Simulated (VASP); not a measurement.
A run of VASP 6.6.1 is set up as follows.

INCAR

```
  ALGO = Normal
  EDIFF = 1E-6
  ENCUT = 600
  GGA = CA
  GGA_COMPAT = F
  ISIF = 2
  ISMEAR = -1
  LASPH = T
  LCHARG = T
  LELF = T
  LREAL = F
  LVHAR = T
  LWAVE = F
  NBANDS = 24
  NELM = 120
  PREC = Accurate
  SIGMA = 0.01
```

The input KPOINTS:

```
k-points
0
Gamma
  5 5 5
```

Contents of POSCAR:

```
HfTaN2
1.0
    1.5863160000      0.9158599696      5.1343890000
   -1.5863160000      0.9158599696      5.1343890000
    0.0000000000     -1.8317199392      5.1343890000
Hf Ta N
1 1 2
Direct
    0.0000000000      0.0000000000      0.0000000000
    0.5000000000      0.5000000000      0.5000000000
    0.2502983333      0.2502983333      0.2502983333
    0.7497016667      0.7497016667      0.7497016667
```

Potentials or basis: VASP PAW LDA potentials, release 64 (Hf_pv, Ta_pv, N).

The run is started by

```bash
$ cat potpaw_LDA.64/Hf_pv/POTCAR potpaw_LDA.64/Ta_pv/POTCAR potpaw_LDA.64/N/POTCAR > POTCAR
$ mpirun -np 1 vasp_std > vasp.out
```

(1) Predict the pressure.

(2) Estimate the band gap on the k mesh.

(3) What does it give for the largest force?

Results:

(1) -14.5 GPa.

(2) zero (an odd number of electrons rules out a gap without spin polarisation).

(3) 0.105 eV/Å.

Caveat: the k points lie up to 0.46 Å⁻¹ apart, too coarse for converged energies and pressures of a metal; spin-orbit coupling is left out, which moves the levels of the heavy elements; an odd number of electrons without spin polarisation forces a metal; a magnetic or distorted state may lie lower.
